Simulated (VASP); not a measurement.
# W (Im-3m) in VASP: further runs

The runs below take W through single point, with PBE.

All numbers are computed with VASP 6.6.1; they aren't measurements. Logs are shortened: lines on timing, memory, paths and dates and some standing lists are left out, and cuts for length are marked.

### Step 1. The cell of the first run

It takes space group Im-3m (No. 229, cubic). The conventional cell has a = 2.939 Å, b = 2.939 Å, c = 2.939 Å, α = 90.00°, β = 90.00°, γ = 90.00°. Within 3.4 Å of W (site symmetry m-3m) lie 14 W at 2.55 to 2.94 Å.

### Step 2. Single point, PBE (strain -0.080 along x and y, -0.080 along z)

File INCAR:

```
SYSTEM = W
ALGO = Fast
EDIFF = 1E-6
ENCUT = 520
GGA = PE
ISIF = 2
ISMEAR = 0
LASPH = .TRUE.
LCHARG = .TRUE.
LELF = .TRUE.
LREAL = .FALSE.
LVHAR = .TRUE.
LWAVE = .FALSE.
NBANDS = 13
NELM = 100
PREC = Accurate
SIGMA = 0.15
```

File KPOINTS:

```
k-points
0
G
  20 20 20
  0 0 0
```

File POSCAR:

```
W
1.0
   -1.4695160000      1.4695160000      1.4695160000
    1.4695160000     -1.4695160000      1.4695160000
    1.4695160000      1.4695160000     -1.4695160000
W
1
Direct
    0.0000000000      0.0000000000      0.0000000000
```

Potentials or basis: VASP PAW PBE potentials, release 64 (W_sv).

On the command line:

```bash
$ cat potpaw_PBE.64/W_sv/POTCAR > POTCAR
$ mpirun -np 1 vasp_std > vasp.out
```

OUTCAR:

```text
SYSTEM = W
   EDIFF = 1E-6
   ENCUT = 520
   GGA = PE
   ISIF = 2
   ISMEAR = 0
   LASPH = .TRUE.
   LREAL = .FALSE.
   NELM = 100
   PREC = Accurate

 ion  position               nearest neighbor table
   1  0.000  0.000  0.000-

  LATTYP: Found a body centered cubic cell.
 ALAT       =     2.9390320000

  Lattice vectors:

 A1 = (  -1.4695160000,   1.4695160000,   1.4695160000)
 A2 = (   1.4695160000,  -1.4695160000,   1.4695160000)
 A3 = (   1.4695160000,   1.4695160000,  -1.4695160000)

Analysis of symmetry for initial positions (statically):
=====================================================================
 Subroutine PRICEL returns:
 Original cell was already a primitive cell.

 Routine SETGRP: Setting up the symmetry group for a
 body centered cubic supercell.

 Subroutine GETGRP returns: Found 48 space group operations
 (whereof 48 operations were pure point group operations)
 out of a pool of 48 trial point group operations.

The static configuration has the point symmetry O_h .

Analysis of symmetry for dynamics (positions and initial velocities):
=====================================================================
 Subroutine PRICEL returns:
 Original cell was already a primitive cell.

 Routine SETGRP: Setting up the symmetry group for a
 body centered cubic supercell.

 Subroutine GETGRP returns: Found 48 space group operations
 (whereof 48 operations were pure point group operations)
 out of a pool of 48 trial point group operations.

The dynamic configuration has the point symmetry O_h .

 Subroutine INISYM returns: Found 48 space group operations
 (whereof 48 operations are pure point group operations),
 and found     1 'primitive' translations

----------------------------------------------------------------------------------------

                                     Primitive cell

  volume of cell :      12.6935

  direct lattice vectors                    reciprocal lattice vectors
    -1.469516000  1.469516000  1.469516000     0.000000000  0.340248082  0.340248082
     1.469516000 -1.469516000  1.469516000     0.340248082  0.000000000  0.340248082
     1.469516000  1.469516000 -1.469516000     0.340248082  0.340248082  0.000000000

  length of vectors
     2.545276375  2.545276375  2.545276375     0.481183452  0.481183452  0.481183452

  position of ions in fractional coordinates (direct lattice)
     0.000000000  0.000000000  0.000000000

  ion indices of the primitive-cell ions
   primitive index   ion index
                 1           1

----------------------------------------------------------------------------------------

 KPOINTS: k-points

Automatic generation of k-mesh.
 Grid dimensions read from file:
 generate k-points for:   20   20   20

 Generating k-lattice:

  Cartesian coordinates                     Fractional coordinates (reciprocal lattice)
     0.000000000  0.017012404  0.017012404     0.050000000  0.000000000  0.000000000
     0.017012404  0.000000000  0.017012404     0.000000000  0.050000000  0.000000000
     0.017012404  0.017012404  0.000000000     0.000000000  0.000000000  0.050000000

  Length of vectors
     0.024059173  0.024059173  0.024059173

  Shift w.r.t. Gamma in fractional coordinates (k-lattice)
     0.000000000  0.000000000  0.000000000

 Subroutine IBZKPT returns following result:
 ===========================================

 Found    256 irreducible k-points:

 Following reciprocal coordinates:
            Coordinates               Weight
  0.000000  0.000000  0.000000      1.000000
  0.050000  0.000000  0.000000     12.000000
  0.100000  0.000000  0.000000     12.000000
  0.150000  0.000000  0.000000     12.000000
  0.200000  0.000000  0.000000     12.000000
  0.250000  0.000000  0.000000     12.000000
[... 16 lines left out ...]
  0.200000  0.100000  0.000000     48.000000
  0.250000  0.100000  0.000000     48.000000
 [... further k-points ...]
   k-points           NKPTS =    256   k-points in BZ     NKDIM =    256   number of bands    NBANDS=     13
   number of dos      NEDOS =    301   number of ions     NIONS =      1
   total plane-waves  NPLWV =   8000
   dimension x,y,z NGX =    20 NGY =   20 NGZ =   20
   dimension x,y,z NGXF=    40 NGYF=   40 NGZF=   40
   ions per type =               1
   NGX,Y,Z   is equivalent  to a cutoff of  13.06, 13.06, 13.06 a.u.
   NGXF,Y,Z  is equivalent  to a cutoff of  26.13, 26.13, 26.13 a.u.
 SYSTEM =  W
   PREC   = accura    normal or accurate (medium, high low for compatibility)
   ISTART =      0    job   : 0-new  1-cont  2-samecut
   ICHARG =      2    charge: 1-file 2-atom 10-const
   ISPIN  =      1    spin polarized calculation?
   LNONCOLLINEAR =      F non collinear calculations
   LSORBIT =      F    spin-orbit coupling
   LASPH  =      T    aspherical Exc in radial PAW
   ENCUT  =  520.0 eV  38.22 Ry    6.18 a.u.   4.73  4.73  4.73*2*pi/ulx,y,z
   NELM   =    100;   NELMIN=  2; NELMDL= -5     # of ELM steps
   EDIFF  = 0.1E-05   stopping-criterion for ELM
   LREAL  =      F    real-space projection
   EDIFFG = 0.1E-04   stopping-criterion for IOM
   NSW    =      0    number of steps for IOM
   IBRION =     -1    ionic relax: 0-MD 1-quasi-New 2-CG
   NFREE  =      0    steps in history (QN), initial steepest desc. (CG)
   ISIF   =      2    stress and relaxation
   ISYM   =      2    0-nonsym 1-usesym 2-fastsym
   POTIM  = 0.5000    time-step for ionic-motion
   TEBEG  =    0.0;   TEEND  =   0.0 temperature during run
   PSTRESS=    0.0 pullay stress
   NELECT =      14.0000    total number of electrons
   NUPDOWN=      -1.0000    fix difference up-down
   EMIN   =  10.00;   EMAX   =-10.00  energy-range for DOS
   EFERMI =   0.00;   METHOD = LEGACY
   ISMEAR =     0;   SIGMA  =   0.15  broadening in eV -4-tet -1-fermi 0-gaus
   EFERMI_NEDOS =   21; number of points for ismear=-14 and -15
   IALGO  =     68    algorithm
   IMIX   =      4    mixing-type and parameters
     AMIX     =   0.40;   BMIX     =  1.00
     AMIX_MAG =   1.60;   BMIX_MAG =  1.00
  volume/ion in A,a.u.               =      12.69        85.66
  Fermi-wavevector in a.u.,A,eV,Ry     =   1.691440  3.196358 38.925838  2.860968
  Thomas-Fermi vector in A             =   2.773206
   LORBIT       =      0    0 simple, 1 ext, 2 COOP (PROOUT), +10 PAW based schemes
   GGA     = PE    functional components
   LHFCALC =     F    Hartree Fock is set to
   AEXX    =    0.0000 exact exchange contribution
   IVDW    =     0    specifies the selected vdW correction
   LEPSILON=     F    determine dielectric tensor
   LRPA    =     F    only Hartree local field effects (RPA)
 non-spin polarized calculation
 RMM-DIIS sequential band-by-band and
 Gauss-broadening in eV      SIGMA  =   0.15
  energy-cutoff  :      520.00
  volume of cell :       12.69
 maximum number of plane-waves:       370
   NGX =  9   NGY =  9   NGZ =  9

 number of electron      13.9999997 magnetization

 Free energy of the ion-electron system (eV)
  ---------------------------------------------------
  ext. energy  EPLUGINS =         0.00000000
  ---------------------------------------------------
  free energy    TOTEN  =       -11.88988631 eV

  energy without entropy =      -11.88449115  energy(sigma->0) =      -11.88718873

 E-fermi :  15.1286     XC(G=0): -14.9463

 val. band max:       15.1244706381   @ k =   0.5000   0.5000   0.2500
 cond. band min:      15.1698215901   @ k =   0.4000   0.1000   0.0000
 fundamental gap:      0.0453509521
 Fermi energy:        15.1285943415

 k-point     1 :       0.0000    0.0000    0.0000
  band No.  band energies     occupation
      1     -59.0688      2.00000
      2     -22.1191      2.00000
      3     -22.1191      2.00000
      4     -22.1191      2.00000
      5       4.1811      2.00000
      6      13.2584      2.00000
      7      13.2584      2.00000
      8      13.2585      2.00000
      9      17.7263      0.00000
     10      17.7263      0.00000
     11      29.9036      0.00000
     12      29.9036      0.00000
     13      29.9036      0.00000

 k-point     2 :       0.0500    0.0000    0.0000
  band No.  band energies     occupation
      1     -59.0606      2.00000
      2     -22.1918      2.00000
      3     -22.1403      2.00000
      4     -22.1199      2.00000
      5       4.3446      2.00000
      6      13.1531      2.00000
      7      13.2356      2.00000
      8      13.4162      2.00000
      9      17.5364      0.00000
     10      17.7219      0.00000
     11      30.0561      0.00000
     12      30.1693      0.00000
     13      30.3664      0.00000

 k-point     3 :       0.1000    0.0000    0.0000
  band No.  band energies     occupation
      1     -59.0363      2.00000
      2     -22.3995      2.00000
      3     -22.2015      2.00000
      4     -22.1221      2.00000
      5       4.8128      2.00000
      6      12.8604      2.00000
      7      13.1421      2.00000
      8      13.8848      2.00000
      9      17.1242      0.00000
     10      17.7184      0.00000
     11      30.4715      0.00000
     12      30.9423      0.00000
     13      31.5951      0.00000

 k-point     4 :       0.1500    0.0000    0.0000
  band No.  band energies     occupation
      1     -58.9983      2.00000
      2     -22.7136      2.00000
      3     -22.2956      2.00000
      4     -22.1257      2.00000
      5       5.5153      2.00000
      6      12.4377      2.00000
      7      12.9388      2.00000
      8      14.6508      1.99999
      9      16.7969      0.00000
     10      17.7396      0.00000
     11      31.0003      0.00000
     12      32.1633      0.00000
     13      33.2011      0.00000

 k-point     5 :       0.2000    0.0000    0.0000
  band No.  band energies     occupation
      1     -58.9502      2.00000
      2     -23.0947      2.00000
      3     -22.4122      2.00000
      4     -22.1303      2.00000
      5       6.3195      2.00000
      6      11.9519      2.00000
      7      12.6935      2.00000
      8      15.6914      0.00000
      9      16.7443      0.00000
     10      17.8124      0.00000
     11      31.3192      0.00000
     12      33.7614      0.00000
     13      34.5378      0.00000

 k-point     6 :       0.2500    0.0000    0.0000
  band No.  band energies     occupation
      1     -58.8965      2.00000
      2     -23.5001      2.00000
      3     -22.5388      2.00000
      4     -22.1354      2.00000
      5       7.0120      2.00000
      6      11.4620      2.00000
      7      12.6557      2.00000
      8      16.9543      0.00000
      9      16.9731      0.00000
     10      17.9571      0.00000
     11      31.0147      0.00000
     12      34.6572      0.00000
     13      35.6706      0.00000

 k-point     7 :       0.3000    0.0000    0.0000
  band No.  band energies     occupation
      1     -58.8424      2.00000
      2     -23.8895      2.00000
      3     -22.6629      2.00000
      4     -22.1407      2.00000
      5       7.3718      2.00000
      6      11.0130      2.00000
      7      13.0970      2.00000
      8      17.3174      0.00000
      9      18.1794      0.00000
     10      18.4471      0.00000
     11      30.0969      0.00000
     12      33.6429      0.00000
     13      37.8338      0.00000
[... 193 lines left out ...]
 k-point    20 :       0.4500    0.0500   -0.0000
  band No.  band energies     occupation
      1     -58.7202      2.00000
      2     -24.6779      2.00000
      3     -22.9476      2.00000
      4     -22.1801      2.00000
      5       7.1948      2.00000
      6      10.1782      2.00000
      7      16.2507      0.00000
      8      17.7930      0.00000
      9      19.3176      0.00000
     10      23.3980      0.00000
     11      27.3022      0.00000
     12      30.0618      0.00000
     13      35.3491      0.00000

 k-point    21 :       0.1000    0.1000    0.0000
  band No.  band energies     occupation
      1     -58.9769      2.00000
      2     -22.8772      2.00000
      3     -22.2975      2.00000
      4     -22.1882      2.00000
      5       5.9207      2.00000
      6      12.3880      2.00000
      7      12.5418      2.00000
      8      15.2385      0.30013
      9      16.4511      0.00000
     10      18.0002      0.00000
     11      31.2800      0.00000
     12      32.8837      0.00000
     13      33.7639      0.00000

 k-point    22 :       0.1500    0.1000    0.0000
  band No.  band energies     occupation
      1     -58.9310      2.00000
      2     -23.2142      2.00000
      3     -22.4127      2.00000
      4     -22.2102      2.00000
      5       6.7125      2.00000
      6      11.9644      2.00000
      7      12.2294      2.00000
      8      16.2711      0.00000
      9      16.4001      0.00000
     10      18.2304      0.00000
     11      31.8586      0.00000
     12      33.4200      0.00000
     13      34.9711      0.00000

 k-point    23 :       0.2000    0.1000    0.0000
  band No.  band energies     occupation
      1     -58.8798      2.00000
      2     -23.5698      2.00000
      3     -22.5551      2.00000
      4     -22.2227      2.00000
      5       7.4310      2.00000
      6      11.4913      2.00000
      7      12.1412      2.00000
      8      16.4366      0.00000
      9      17.7124      0.00000
     10      18.4675      0.00000
     11      31.5599      0.00000
     12      33.8237      0.00000
     13      35.6898      0.00000

 k-point    24 :       0.2500    0.1000    0.0000
  band No.  band energies     occupation
      1     -58.8283      2.00000
      2     -23.9111      2.00000
      3     -22.7002      2.00000
      4     -22.2322      2.00000
      5       7.8295      2.00000
      6      11.0713      2.00000
      7      12.4867      2.00000
      8      16.7795      0.00000
      9      18.6876      0.00000
     10      19.2365      0.00000
     11      30.5095      0.00000
     12      33.5740      0.00000
     13      36.7592      0.00000

 [... further k-points ...]
[... 5 lines left out ...]
  --------------------------------------------------------------------------------------
  -------------------------------------------------------------------------------------
  Total        9.6024709      9.6024709      9.6024709     -0.0000000     -0.0000000      0.0000000
  in kB     1212.0223662   1212.0223662   1212.0223662     -0.0000000     -0.0000000      0.0000000
  external PRESSURE =    1212.0223662 kB  Pullay stress =       0.0000000 kB

 VOLUME and BASIS-vectors are now :
 -----------------------------------------------------------------------------
  energy-cutoff  :      520.00
  volume of cell :       12.69
      direct lattice vectors                 reciprocal lattice vectors
    -1.469516000  1.469516000  1.469516000     0.000000000  0.340248082  0.340248082
     1.469516000 -1.469516000  1.469516000     0.340248082  0.000000000  0.340248082
     1.469516000  1.469516000 -1.469516000     0.340248082  0.340248082  0.000000000

 POSITION                                       TOTAL-FORCE (eV/Angst)
 -----------------------------------------------------------------------------------
      0.00000      0.00000      0.00000         0.000000     -0.000000     -0.000000
 -----------------------------------------------------------------------------------
    total drift:                                0.000000     -0.000000      0.000000

  FREE ENERGIE OF THE ION-ELECTRON SYSTEM (eV)
  ---------------------------------------------------
  free  energy   TOTEN  =       -11.8898863056 eV

  energy  without entropy=      -11.8844911491  energy(sigma->0) =      -11.88718873
```

It took 26 s on 1 thread of AMD EPYC 9R45 (Zen 5), shared host; peak memory 0.13 GiB.

Results:

- Free energy: -11.8899 eV
- Pressure: 121.2 GPa
- Band gap on the k mesh: zero (band 7 reaches 21.92 eV, above the bottom of band 8 at 13.26 eV)

Levels at points of the mesh, in eV from the Fermi level:
| k point | band 4 | band 5 | band 6 | band 7 | band 8 | band 9 | band 10 | band 11 |
| --- | --- | --- | --- | --- | --- | --- | --- | --- |
| (0.00, 0.00, 0.00) | -37.25 | -10.95 | -1.87 | -1.87 | -1.87 | 2.60 | 2.60 | 14.78 |
| (0.50, 0.00, 0.00) | -37.28 | -8.07 | -5.01 | 1.66 | 2.70 | 3.98 | 8.24 | 11.85 |
| (0.50, 0.50, 0.50) | -39.01 | -8.08 | -8.08 | 6.79 | 6.79 | 6.79 | 10.19 | 10.19 |

Caveat: the cell differs from its parent crystal (strain -0.080 along x and y, -0.080 along z); spin-orbit coupling is left out, which moves the levels of the heavy elements.

### Step 3. Single point, PBE (strain -0.040 along x and y, -0.040 along z)

File INCAR:

```
ALGO = Normal
EDIFF = 1E-7
ENCUT = 520
GGA = PE
ISIF = 2
ISMEAR = 0
LASPH = True
LCHARG = False
LREAL = False
LWAVE = False
NBANDS = 13
NELM = 60
PREC = Accurate
SIGMA = 0.15
```

File KPOINTS:

```
k-points
0
Gamma
  20 20 20
```

File POSCAR:

```
W
1.0
   -1.5334080000      1.5334080000      1.5334080000
    1.5334080000     -1.5334080000      1.5334080000
    1.5334080000      1.5334080000     -1.5334080000
W
1
Direct
    0.0000000000      0.0000000000      0.0000000000
```

Potentials or basis: VASP PAW PBE potentials, release 64 (W_sv).

On the command line:

```bash
$ cat potpaw_PBE.64/W_sv/POTCAR > POTCAR
$ mpirun -np 1 vasp_std > vasp.out
```

Run time: 22 s. Hardware: 1 thread of AMD EPYC 9R45 (Zen 5), shared host; peak memory 0.13 GiB.

The run converged. Its results:

```
Free energy            : -12.7425 eV
Pressure               : 44.1 GPa
Band gap on the k mesh : zero (band 7 reaches 18.75 eV, above the bottom of band 8 at 11.46 eV)
```

Levels at points of the mesh, in eV from the Fermi level:
| k point | band 4 | band 5 | band 6 | band 7 | band 8 | band 9 | band 10 | band 11 |
| --- | --- | --- | --- | --- | --- | --- | --- | --- |
| (0.00, 0.00, 0.00) | -37.55 | -10.23 | -1.48 | -1.48 | -1.48 | 2.41 | 2.41 | 14.64 |
| (0.50, 0.00, 0.00) | -37.57 | -7.00 | -4.14 | 0.99 | 2.37 | 3.47 | 6.97 | 11.65 |
| (0.50, 0.50, 0.50) | -38.76 | -6.72 | -6.72 | 5.80 | 5.80 | 5.80 | 8.99 | 8.99 |

Caveat: the cell differs from its parent crystal (strain -0.040 along x and y, -0.040 along z); spin-orbit coupling is left out, which moves the levels of the heavy elements.

### Step 4. Single point, PBE (strain +0.040 along x and y, +0.040 along z)

File INCAR:

```
SYSTEM = W
  PREC = Accurate
  ENCUT = 520
  EDIFF = 1E-7
  ISMEAR = 0
  SIGMA = 0.15
  LREAL = .False.
  LASPH = .True.
  NELM = 100
  ALGO = Normal
  ISIF = 2
  LWAVE = .False.
  LCHARG = .True.
  GGA = PE
  LELF = .True.
  LVHAR = .True.
  NBANDS = 13
```

File KPOINTS:

```
Automatic mesh
0
Gamma
  20 20 20
  0 0 0
```

File POSCAR:

```
W
1.0
   -1.6611920000      1.6611920000      1.6611920000
    1.6611920000     -1.6611920000      1.6611920000
    1.6611920000      1.6611920000     -1.6611920000
W
1
Direct
    0.0000000000      0.0000000000      0.0000000000
```

On the command line:

```bash
$ cat potpaw_PBE.64/W_sv/POTCAR > POTCAR
$ mpirun -np 1 vasp_std > vasp.out
```

Wall time 35 s (1 thread of AMD EPYC 9R45 (Zen 5), shared host); peak memory 0.15 GiB.

It converged, with:

```yaml
Free_energy: -12.7377 eV
Pressure: -29.4 GPa
Band_gap_on_the_k_mesh: zero (band 7 reaches 13.63 eV, above the bottom of band 8 at 8.43 eV)
```

Levels at points of the mesh, in eV from the Fermi level:
| k point | band 5 | band 6 | band 7 | band 8 | band 9 | band 10 |
| --- | --- | --- | --- | --- | --- | --- |
| (0.00, 0.00, 0.00) | -8.83 | -1.04 | -1.04 | -1.04 | 1.89 | 1.89 |
| (0.50, 0.00, 0.00) | -5.41 | -2.95 | 0.28 | 1.72 | 2.53 | 4.92 |
| (0.50, 0.50, 0.50) | -4.78 | -4.78 | 4.16 | 4.16 | 4.16 | 7.17 |

Caveat: the cell differs from its parent crystal (strain +0.040 along x and y, +0.040 along z); spin-orbit coupling is left out, which moves the levels of the heavy elements.

### Step 5. Overview

```tsv
cell	gap on the mesh (eV)	pressure (GPa)
a = 2.545 Å, angles 109.5°, 1 atom	none	121.2
a = 2.656 Å, angles 109.5°, 1 atom	none	44.1
a = 2.877 Å, angles 109.5°, 1 atom	none	-29.4
```

Alike in all rows: task single point; level PBE; potentials or basis VASP PAW PBE potentials, release 64 (W_sv); no spin polarisation; k mesh 20 × 20 × 20; cutoff (eV) 520; smearing gaussian 0.15 eV.

Caveats: spin-orbit coupling is left out, which moves the levels of the heavy elements.

Total energies depend on the potentials used, so only differences within one code and one set of settings carry meaning.
